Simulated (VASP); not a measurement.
Set up this calculation in VASP 6.6.1, as the native input.

```yaml
Task: relaxation of cell and atoms
Functional: PBE
Potentials_or_basis: VASP PAW PBE potentials, release 64 (Zn)
Cutoff: 600 eV
k_mesh: 22 × 22 × 20
Occupations: fermi-dirac, width 0.05 eV
Spin: no spin polarisation
Target_pressure: 490 GPa
Dipole_correction: no
Further_INCAR_settings: ALGO = Normal; EDIFF = 1e-06; IBRION = 2; EDIFFG = -0.005; NSW = 60; ISIF = 3
```

The structure of Zn lies in POSCAR:

```
Zn
1.0
    2.0059597013      0.0000000000      0.0000000000
   -1.0029798506      1.7372120603      0.0000000000
    0.0000000000      0.0000000000      1.8856021192
Zn
1
Direct
    0.0000000000      0.0000000000      0.0000000000
```

These files were run (other wordings do the same):

INCAR

```
SYSTEM = Zn
ALGO = Normal
EDIFF = 1E-6
EDIFFG = -0.005
ENCUT = 600
GGA = PE
IBRION = 2
ISIF = 3
ISMEAR = -1
LASPH = .TRUE.
LCHARG = .FALSE.
LREAL = .FALSE.
LWAVE = .FALSE.
NELM = 100
NSW = 60
PREC = Accurate
PSTRESS = 4900.0
SIGMA = 0.05
```

KPOINTS

```
k-points
0
G
  22 22 20
  0 0 0
```

Potentials or basis: VASP PAW PBE potentials, release 64 (Zn).

The run is started by

```sh
$ cat potpaw_PBE.64/Zn/POTCAR > POTCAR
$ mpirun -np 1 vasp_std > vasp.out
```

It gave:

```json
{
  "Relaxed volume": "6.86 Å³/atom",
  "Relaxed cell": "a = 2.010 Å, b = 2.010 Å, c = 1.960 Å, α = 90.00°, β = 90.00°, γ = 120.00°",
  "Space group after relaxing (to 0.05 Å)": "P6/mmm (No. 191)",
  "Energy change on relaxing (the enthalpy is what falls)": "-987.4 meV/atom",
  "Ionic steps": "11",
  "Pressure after relaxing": "490.1 GPa",
  "Band gap on the k mesh": "zero (band 6 reaches 18.75 eV, above the bottom of band 7 at 10.02 eV)"
}
```

Caveat: the cell is relaxed towards a set pressure, so the enthalpy falls and the energy may rise.

Wall time 3.2 min on 1 thread of Intel Xeon 8259CL, on a shared host, peak memory 0.18 GiB.
